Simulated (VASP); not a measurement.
The system is Al2O.

```xyz
3
Lattice="-1.3814 1.3814 4.7800 1.3814 -1.3814 4.7800 1.3814 1.3814 -4.7800" Properties=species:S:1:pos:R:3 pbc="T T T"
Al    0.0000    0.0000    3.4247
Al    0.0000    0.0000    6.1353
O     0.0000    0.0000    0.0000
```

- Program: VASP 6.6.1
- Task: relaxation of cell and atoms
- Functional: PBE
- Potentials or basis: VASP PAW PBE potentials, release 64 (Al, O)
- Cutoff: 600 eV
- k mesh: 8 × 8 × 8
- Occupations: gaussian, width 0.1 eV
- Spin: no spin polarisation

At the start: pressure 1.7 GPa; volume 12.16 Å³/atom.

Task: Where does the relaxation end?

Result: Over 4 steps the energy falls by 24.6 meV/atom and the volume is 12.18 Å³/atom (+0.2 %); space group I4/mmm (No. 139, to 0.05 Å).

The path:
```tsv
step	energy change (eV)	largest force (eV/Å)	pressure (GPa)	volume (Å³)
1	0.0000	0.6859	1.75	36.49
2	-0.0614	0.1792	-1.30	37.18
3	-0.0661	0.0144	-2.13	37.40
4	-0.0738	0.0251	0.28	36.55
```

Final structure:
```
CELL_PARAMETERS angstrom
-1.40832 1.40832 4.60663
1.40832 -1.40832 4.60663
1.40832 1.40832 -4.60663
ATOMIC_POSITIONS crystal
Al 0.35305 0.35305 0.00000
Al 0.64694 0.64694 0.00000
O 0.00000 0.00000 0.00000
```

Caveat: the k points lie up to 0.39 Å⁻¹ apart in the final cell.
